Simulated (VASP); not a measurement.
A run of VASP 6.6.1 is set up as follows.

File POSCAR:

```
CoP
1.0
    2.6983945700      2.6983945700      0.0000000000
   -2.6983945700      2.6983945700      0.0000000000
    0.0000000000      0.0000000000      5.3967891400
Co P
2 2
Direct
    0.0000000000      0.0000000000      0.0000000000
    0.5000000000      0.5000000000      0.5000000000
    0.5000000000      0.0000000000      0.2500000000
    0.0000000000      0.5000000000      0.7500000000
```

File INCAR.step1:

```
PREC     = Accurate       # precision mode
ENCUT    = 520            # plane-wave cutoff, eV
EDIFF    = 1E-6           # SCF threshold, eV
ISMEAR   = -1             # smearing method
SIGMA    = 0.1            # smearing width, eV
LREAL    = F              # projectors in reciprocal space
LASPH    = T              # aspherical terms in the spheres
NELM     = 200            # most SCF steps
ALGO     = Normal         # electronic algorithm
ISIF     = 2              # what is computed and relaxed
LWAVE    = F              # write WAVECAR
LCHARG   = T              # write CHGCAR
ISPIN    = 2              # spin polarisation
MAGMOM   = 3 -3 0 0       # initial moments
LMAXMIX  = 4              # l up to which the mixer works
LDAU     = T              # DFT+U
LDAUTYPE = 2            
LDAUL    = 2 -1           # shell
LDAUU    = 1.94 0         # U, eV
LDAUJ    = 0 0          
LDAUPRINT= 1            
NBANDS   = 26             # bands
GGA_COMPAT= F            
NEDOS    = 2001           # points of the DOS
LORBIT   = 11             # projections on sites
```

Contents of KPOINTS.step1:

```
Automatic mesh
0
Gamma
  6 6 5
```

File INCAR.step2:

```
PREC     = Accurate       # precision mode
ENCUT    = 520            # plane-wave cutoff, eV
EDIFF    = 1E-6           # SCF threshold, eV
ISMEAR   = -5             # smearing method
SIGMA    = 0.1            # smearing width, eV
LREAL    = F              # projectors in reciprocal space
LASPH    = T              # aspherical terms in the spheres
NELM     = 200            # most SCF steps
ALGO     = Normal         # electronic algorithm
ISIF     = 2              # what is computed and relaxed
LWAVE    = F              # write WAVECAR
LCHARG   = F              # write CHGCAR
ISPIN    = 2              # spin polarisation
MAGMOM   = 3 -3 0 0       # initial moments
LORBIT   = 11             # projections on sites
LMAXMIX  = 4              # l up to which the mixer works
LDAU     = T              # DFT+U
LDAUTYPE = 2            
LDAUL    = 2 -1           # shell
LDAUU    = 1.94 0         # U, eV
LDAUJ    = 0 0          
LDAUPRINT= 1            
NBANDS   = 26             # bands
NEDOS    = 1001           # points of the DOS
ICHARG   = 11             # starting density
GGA_COMPAT= F
```

KPOINTS.step2

```
Automatic mesh
0
Gamma
  9 9 8
```

Potentials or basis: VASP PAW LDA potentials, release 64 (Co, P).

Command:

```sh
$ cat potpaw_LDA.64/Co/POTCAR potpaw_LDA.64/P/POTCAR > POTCAR
$ cp INCAR.step1 INCAR
$ cp KPOINTS.step1 KPOINTS
$ mpirun -np 1 vasp_std > vasp.out
$ cp INCAR.step2 INCAR
$ cp KPOINTS.step2 KPOINTS
$ mpirun -np 1 vasp_std > vasp.out
```

Predict the site moments.

Co +1.10, -1.10; P +0.00 μB.

What does it give for the net moment?

0.00 μB per cell.

Eigenvalues of the final occupation matrices:
| site | spin | trace | eigenvalues |
| --- | --- | --- | --- |
| site 1 d | 1 | 4.24 | 0.82 0.82 0.83 0.88 0.89 |
| site 1 d | 2 | 3.15 | 0.53 0.53 0.54 0.76 0.79 |
| site 2 d | 1 | 3.15 | 0.53 0.53 0.54 0.76 0.79 |
| site 2 d | 2 | 4.24 | 0.82 0.82 0.83 0.88 0.89 |

Caveat: the antiferromagnetic order is the one typed at the start, and another may lie lower; the U is typed as a test and isn't derived for this compound. The state reached can hang on the start; a lower one may exist.
